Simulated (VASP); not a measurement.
A run of VASP 6.6.1:

The input INCAR:

```
SYSTEM = Be
PREC     = Accurate       ! precision mode
ENCUT    = 520            ! plane-wave cutoff, eV
EDIFF    = 1E-6           ! SCF threshold, eV
ISMEAR   = -1             ! smearing method
SIGMA    = 0.03           ! smearing width, eV
LREAL    = .FALSE.        ! projectors in reciprocal space
LASPH    = .TRUE.         ! aspherical terms in the spheres
NELM     = 80             ! most SCF steps
ALGO     = Normal         ! electronic algorithm
ISIF     = 2              ! what is computed and relaxed
LWAVE    = .FALSE.        ! write WAVECAR
LCHARG   = .TRUE.         ! write CHGCAR
GGA      = PE             ! functional
LELF     = .TRUE.         ! ELF
LVHAR    = .TRUE.       
NBANDS   = 7              ! bands
```

Contents of KPOINTS:

```
Automatic mesh
0
G
  23 23 23
  0 0 0
```

File POSCAR:

```
Be
1.0
   -1.2572841744      1.2572841744      1.2572841744
    1.2572841744     -1.2572841744      1.2572841744
    1.2572841744      1.2572841744     -1.2572841744
Be
1
Direct
    0.0000000000      0.0000000000      0.0000000000
```

Potentials or basis: VASP PAW PBE potentials, release 64 (Be).

Launch:

```sh
$ cat potpaw_PBE.64/Be/POTCAR > POTCAR
$ mpirun -np 1 vasp_std > vasp.out
```

Hardware: 1 thread of Intel Xeon 8259CL, with other jobs on the host.

Task: How long does it take, and how much memory?

Result: It took 12 s on 1 thread of Intel Xeon 8259CL, on a shared host, peak memory 0.12 GiB. Counts: scf iterations 9, k points 364.
